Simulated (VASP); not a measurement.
# MoS2 in VASP: further runs

The runs below take MoS2 through single point, relaxation of cell and atoms, with PBEsol.

Program: VASP 6.6.1. These are calculated values, not measurements. Logs are shortened: lines on timing, memory, paths and dates and some standing lists are left out, and cuts for length are marked.

## (1) The cell of the first run

Symmetry: P6_3/mmc, No. 194, hexagonal system. Conventional cell: a = 2.846 Å, b = 2.846 Å, c = 10.346 Å, α = 90.00°, β = 90.00°, γ = 120.00°. Mo (site symmetry -6m2) has 6 S at 2.29 Å and 6 Mo at 2.85 Å within 3.0 Å. Within 3.0 Å of S (site symmetry 3m) lie 3 Mo at 2.29 Å and 9 S at 2.58 to 2.85 Å.

## (2) Single point, PBEsol

File INCAR:

```
SYSTEM = MoS2
PREC = Accurate
ENCUT = 520
EDIFF = 1E-6
ISMEAR = 0
SIGMA = 0.1
LREAL = .FALSE.
LASPH = .TRUE.
NELM = 80
ALGO = Normal
ISIF = 2
LWAVE = .FALSE.
LCHARG = .FALSE.
GGA = PS
NBANDS = 35
```

File KPOINTS:

```
Automatic mesh
0
G
  12 12 4
  0 0 0
```

File POSCAR:

```
MoS2
1.0
    2.8455252752      0.0000000000      0.0000000000
   -1.4227626376      2.4642971754      0.0000000000
    0.0000000000      0.0000000000     10.3460392429
Mo S
2 4
Direct
    0.6666666667      0.3333333333      0.2500000000
    0.3333333333      0.6666666667      0.7500000000
    0.3333333333      0.6666666667      0.4040637926
    0.6666666667      0.3333333333      0.9040637926
    0.3333333333      0.6666666667      0.0959362074
    0.6666666667      0.3333333333      0.5959362074
```

Potentials or basis: VASP PAW PBE potentials, release 64 (Mo_sv, S).

The run is started by

```sh
$ cat potpaw_PBE.64/Mo_sv/POTCAR potpaw_PBE.64/S/POTCAR > POTCAR
$ mpirun -np 1 vasp_std > vasp.out
```

OUTCAR:

```text
SYSTEM = MoS2
   PREC = Accurate
   ENCUT = 520
   EDIFF = 1E-6
   ISMEAR = 0
   LREAL = .FALSE.
   LASPH = .TRUE.
   NELM = 80
   ISIF = 2
   GGA = PS

 ion  position               nearest neighbor table
   1  0.667  0.333  0.250-   3 2.29   5 2.29   3 2.29   5 2.29   3 2.29   5 2.29
   2  0.333  0.667  0.750-   4 2.29   6 2.29   4 2.29   6 2.29   4 2.29   6 2.29
   3  0.333  0.667  0.404-   1 2.29   1 2.29   1 2.29   6 2.58   6 2.58   6 2.58
   4  0.667  0.333  0.904-   2 2.29   2 2.29   2 2.29   5 2.58   5 2.58   5 2.58
   5  0.333  0.667  0.096-   1 2.29   1 2.29   1 2.29   4 2.58   4 2.58   4 2.58
   6  0.667  0.333  0.596-   2 2.29   2 2.29   2 2.29   3 2.58   3 2.58   3 2.58

  LATTYP: Found a hexagonal cell.
 ALAT       =     2.8455252752
 C/A-ratio  =     3.6358978545

  Lattice vectors:

 A1 = (   2.8455252752,   0.0000000000,   0.0000000000)
 A2 = (  -1.4227626376,   2.4642971754,   0.0000000000)
 A3 = (   0.0000000000,   0.0000000000,  10.3460392429)

Analysis of symmetry for initial positions (statically):
=====================================================================
 Subroutine PRICEL returns:
 Original cell was already a primitive cell.

 Routine SETGRP: Setting up the symmetry group for a
 hexagonal supercell.

 Subroutine GETGRP returns: Found 24 space group operations
 (whereof 12 operations were pure point group operations)
 out of a pool of 24 trial point group operations.

The static configuration has the point symmetry D_3d.
 The point group associated with its full space group is D_6h.

Analysis of symmetry for dynamics (positions and initial velocities):
=====================================================================
 Subroutine PRICEL returns:
 Original cell was already a primitive cell.

 Routine SETGRP: Setting up the symmetry group for a
 hexagonal supercell.

 Subroutine GETGRP returns: Found 24 space group operations
 (whereof 12 operations were pure point group operations)
 out of a pool of 24 trial point group operations.

The dynamic configuration has the point symmetry D_3d.
 The point group associated with its full space group is D_6h.

 Subroutine INISYM returns: Found 24 space group operations
 (whereof 12 operations are pure point group operations),
 and found     1 'primitive' translations

----------------------------------------------------------------------------------------

                                     Primitive cell

  volume of cell :      72.5487

  direct lattice vectors                    reciprocal lattice vectors
     2.845525275  0.000000000  0.000000000     0.351428964  0.202897607  0.000000000
    -1.422762638  2.464297175  0.000000000     0.000000000  0.405795214  0.000000000
     0.000000000  0.000000000 10.346039243     0.000000000  0.000000000  0.096655346

  length of vectors
     2.845525275  2.845525275 10.346039243     0.405795214  0.405795214  0.096655346

  position of ions in fractional coordinates (direct lattice)
     0.666666667  0.333333333  0.250000000
     0.333333333  0.666666667  0.750000000
     0.333333333  0.666666667  0.404063793
     0.666666667  0.333333333  0.904063793
     0.333333333  0.666666667  0.095936207
     0.666666667  0.333333333  0.595936207

  ion indices of the primitive-cell ions
   primitive index   ion index
                 1           1
                 2           2
                 3           3
                 4           4
                 5           5
                 6           6

----------------------------------------------------------------------------------------

 KPOINTS: Automatic mesh

Automatic generation of k-mesh.
 Grid dimensions read from file:
 generate k-points for:   12   12    4

 Generating k-lattice:

  Cartesian coordinates                     Fractional coordinates (reciprocal lattice)
     0.029285747  0.016908134  0.000000000     0.083333333 -0.000000000  0.000000000
     0.000000000  0.033816268  0.000000000     0.000000000  0.083333333  0.000000000
     0.000000000  0.000000000  0.024163836     0.000000000  0.000000000  0.250000000

  Length of vectors
     0.033816268  0.033816268  0.024163836

  Shift w.r.t. Gamma in fractional coordinates (k-lattice)
     0.000000000  0.000000000  0.000000000

 Subroutine IBZKPT returns following result:
 ===========================================

 Found     57 irreducible k-points:

 Following reciprocal coordinates:
            Coordinates               Weight
  0.000000  0.000000  0.000000      1.000000
  0.083333  0.000000  0.000000      6.000000
  0.166667  0.000000  0.000000      6.000000
  0.250000  0.000000  0.000000      6.000000
  0.333333  0.000000  0.000000      6.000000
  0.416667  0.000000  0.000000      6.000000
[... 16 lines left out ...]
  0.250000  0.000000  0.250000     12.000000
  0.333333  0.000000  0.250000     12.000000
 [... further k-points ...]
   k-points           NKPTS =     57   k-points in BZ     NKDIM =     57   number of bands    NBANDS=     35
   number of dos      NEDOS =    301   number of ions     NIONS =      6
   total plane-waves  NPLWV =  46080
   dimension x,y,z NGX =    24 NGY =   24 NGZ =   80
   dimension x,y,z NGXF=    48 NGYF=   48 NGZF=  160
   ions per type =               2   4
   NGX,Y,Z   is equivalent  to a cutoff of  14.02, 14.02, 12.85 a.u.
   NGXF,Y,Z  is equivalent  to a cutoff of  28.04, 28.04, 25.71 a.u.
 SYSTEM =  MoS2
   PREC   = accura    normal or accurate (medium, high low for compatibility)
   ISTART =      0    job   : 0-new  1-cont  2-samecut
   ICHARG =      2    charge: 1-file 2-atom 10-const
   ISPIN  =      1    spin polarized calculation?
   LNONCOLLINEAR =      F non collinear calculations
   LSORBIT =      F    spin-orbit coupling
   LASPH  =      T    aspherical Exc in radial PAW
   ENCUT  =  520.0 eV  38.22 Ry    6.18 a.u.   5.29  5.29 19.24*2*pi/ulx,y,z
   NELM   =     80;   NELMIN=  2; NELMDL= -5     # of ELM steps
   EDIFF  = 0.1E-05   stopping-criterion for ELM
   LREAL  =      F    real-space projection
   EDIFFG = 0.1E-04   stopping-criterion for IOM
   NSW    =      0    number of steps for IOM
   IBRION =     -1    ionic relax: 0-MD 1-quasi-New 2-CG
   NFREE  =      0    steps in history (QN), initial steepest desc. (CG)
   ISIF   =      2    stress and relaxation
   ISYM   =      2    0-nonsym 1-usesym 2-fastsym
   POTIM  = 0.5000    time-step for ionic-motion
   TEBEG  =    0.0;   TEEND  =   0.0 temperature during run
   PSTRESS=    0.0 pullay stress
   NELECT =      52.0000    total number of electrons
   NUPDOWN=      -1.0000    fix difference up-down
   EMIN   =  10.00;   EMAX   =-10.00  energy-range for DOS
   EFERMI =   0.00;   METHOD = LEGACY
   ISMEAR =     0;   SIGMA  =   0.10  broadening in eV -4-tet -1-fermi 0-gaus
   EFERMI_NEDOS =   21; number of points for ismear=-14 and -15
   IALGO  =     38    algorithm
   IMIX   =      4    mixing-type and parameters
     AMIX     =   0.40;   BMIX     =  1.00
     AMIX_MAG =   1.60;   BMIX_MAG =  1.00
  volume/ion in A,a.u.               =      12.09        81.60
  Fermi-wavevector in a.u.,A,eV,Ry     =   1.465096  2.768630 29.204988  2.146506
  Thomas-Fermi vector in A             =   2.580994
   LORBIT       =      0    0 simple, 1 ext, 2 COOP (PROOUT), +10 PAW based schemes
   GGA     = PS    functional components
   LHFCALC =     F    Hartree Fock is set to
   AEXX    =    0.0000 exact exchange contribution
   IVDW    =     0    specifies the selected vdW correction
   LEPSILON=     F    determine dielectric tensor
   LRPA    =     F    only Hartree local field effects (RPA)
 non-spin polarized calculation
 Gauss-broadening in eV      SIGMA  =   0.10
  energy-cutoff  :      520.00
  volume of cell :       72.55
 maximum number of plane-waves:      1972
 NGX is ok and might be reduce to    24
   NGX = 11   NGY = 11   NGZ = 39

 number of electron      52.0000001 magnetization

 Free energy of the ion-electron system (eV)
  ---------------------------------------------------
  ext. energy  EPLUGINS =         0.00000000
  ---------------------------------------------------
  free energy    TOTEN  =       -42.77496934 eV

  energy without entropy =      -42.77076896  energy(sigma->0) =      -42.77286915

 E-fermi :  13.8019     XC(G=0): -13.2887

 val. band max:       13.7983661237   @ k =   0.2500   0.1667   0.0000
 cond. band min:      13.8258261918   @ k =   0.2500   0.2500   0.0000
 fundamental gap:      0.0274600681
 Fermi energy:        13.8018766446

 k-point     1 :       0.0000    0.0000    0.0000
  band No.  band energies     occupation
      1     -47.6510      2.00000
      2     -47.6509      2.00000
      3     -22.1496      2.00000
      4     -22.1447      2.00000
      5     -21.3479      2.00000
      6     -21.3479      2.00000
[... 27 lines left out ...]
     34      17.0444      0.00000
     35      20.2317      0.00000

 k-point     2 :       0.0833    0.0000    0.0000
  band No.  band energies     occupation
      1     -47.6405      2.00000
      2     -47.6405      2.00000
      3     -22.1325      2.00000
      4     -22.1279      2.00000
      5     -21.4282      2.00000
      6     -21.4282      2.00000
[... 27 lines left out ...]
     34      16.9670      0.00000
     35      20.8860      0.00000

 k-point     3 :       0.1667    0.0000    0.0000
  band No.  band energies     occupation
      1     -47.6116      2.00000
      2     -47.6116      2.00000
      3     -22.0856      2.00000
      4     -22.0816      2.00000
      5     -21.6435      2.00000
      6     -21.6434      2.00000
[... 27 lines left out ...]
     34      17.4737      0.00000
     35      20.8816      0.00000

 k-point     4 :       0.2500    0.0000    0.0000
  band No.  band energies     occupation
      1     -47.5719      2.00000
      2     -47.5719      2.00000
      3     -22.0209      2.00000
      4     -22.0177      2.00000
      5     -21.9286      2.00000
      6     -21.9284      2.00000
[... 27 lines left out ...]
     34      18.2297      0.00000
     35      20.3693      0.00000

 k-point     5 :       0.3333    0.0000    0.0000
  band No.  band energies     occupation
      1     -47.5318      2.00000
      2     -47.5318      2.00000
      3     -22.2044      2.00000
      4     -22.2042      2.00000
      5     -21.9555      2.00000
      6     -21.9532      2.00000
[... 638 lines left out ...]
 k-point    22 :       0.1667    0.0000    0.2500
  band No.  band energies     occupation
      1     -47.6116      2.00000
      2     -47.6116      2.00000
      3     -22.0850      2.00000
      4     -22.0822      2.00000
      5     -21.6435      2.00000
      6     -21.6434      2.00000
[... 27 lines left out ...]
     34      17.4390      0.00000
     35      20.8438      0.00000

 k-point    23 :       0.2500    0.0000    0.2500
  band No.  band energies     occupation
      1     -47.5719      2.00000
      2     -47.5719      2.00000
      3     -22.0205      2.00000
      4     -22.0182      2.00000
      5     -21.9286      2.00000
      6     -21.9285      2.00000
[... 27 lines left out ...]
     34      18.0927      0.00000
     35      19.9852      0.00000

 k-point    24 :       0.3333    0.0000    0.2500
  band No.  band energies     occupation
      1     -47.5318      2.00000
      2     -47.5318      2.00000
      3     -22.2044      2.00000
      4     -22.2042      2.00000
      5     -21.9551      2.00000
      6     -21.9535      2.00000
[... 27 lines left out ...]
     34      18.4813      0.00000
     35      19.2537      0.00000

 [... further k-points ...]

------------------------ aborting loop because EDIFF is reached ----------------------------------------

  FORCE on cell =-STRESS in cart. coord.  units (eV):
  Direction    XX          YY          ZZ          XY          YZ          ZX
  --------------------------------------------------------------------------------------
  -------------------------------------------------------------------------------------
  Total       27.2442659     27.2442659     27.2482779      0.0000000      0.0000000      0.0000000
  in kB      601.6667960    601.6667960    601.7553961      0.0000000      0.0000000      0.0000000
  external PRESSURE =     601.6963293 kB  Pullay stress =       0.0000000 kB

 VOLUME and BASIS-vectors are now :
 -----------------------------------------------------------------------------
  energy-cutoff  :      520.00
  volume of cell :       72.55
      direct lattice vectors                 reciprocal lattice vectors
     2.845525275  0.000000000  0.000000000     0.351428964  0.202897607  0.000000000
    -1.422762638  2.464297175  0.000000000     0.000000000  0.405795214  0.000000000
     0.000000000  0.000000000 10.346039243     0.000000000  0.000000000  0.096655346

 POSITION                                       TOTAL-FORCE (eV/Angst)
 -----------------------------------------------------------------------------------
      1.42276      0.82143      2.58651         0.000000     -0.000000     -0.000000
     -0.00000      1.64286      7.75953        -0.000000      0.000000     -0.000000
     -0.00000      1.64286      4.18046         0.000000     -0.000000     -0.043623
      1.42276      0.82143      9.35348        -0.000000      0.000000     -0.043623
     -0.00000      1.64286      0.99256         0.000000     -0.000000      0.043623
      1.42276      0.82143      6.16558        -0.000000     -0.000000      0.043623
 -----------------------------------------------------------------------------------
    total drift:                               -0.000000      0.000000     -0.000000

  FREE ENERGIE OF THE ION-ELECTRON SYSTEM (eV)
  ---------------------------------------------------
  free  energy   TOTEN  =       -42.7749693372 eV

  energy  without entropy=      -42.7707689581  energy(sigma->0) =      -42.77286915
```

It took 3.6 min on 1 thread of AMD EPYC 7R13, shared host; peak memory 0.24 GiB.

What came out:

```yaml
Free_energy: -42.7750 eV
Pressure: 60.2 GPa
Largest_force: 0.044 eV/Å
Band_gap_on_the_k_mesh: zero (bands 26 and 27 overlap by 1.49 eV)
```

Forces on the atoms (eV/Å):
```
Mo   0.000  0.000  0.000
Mo   0.000  0.000  0.000
S    0.000  0.000 -0.044
S    0.000  0.000 -0.044
S    0.000  0.000  0.044
S    0.000  0.000  0.044
```

Caveat: the cell stands under pressure; the PAW data sets were made with another functional, which shifts forces and pressure a little.

(Continued in part 2 of 3.)
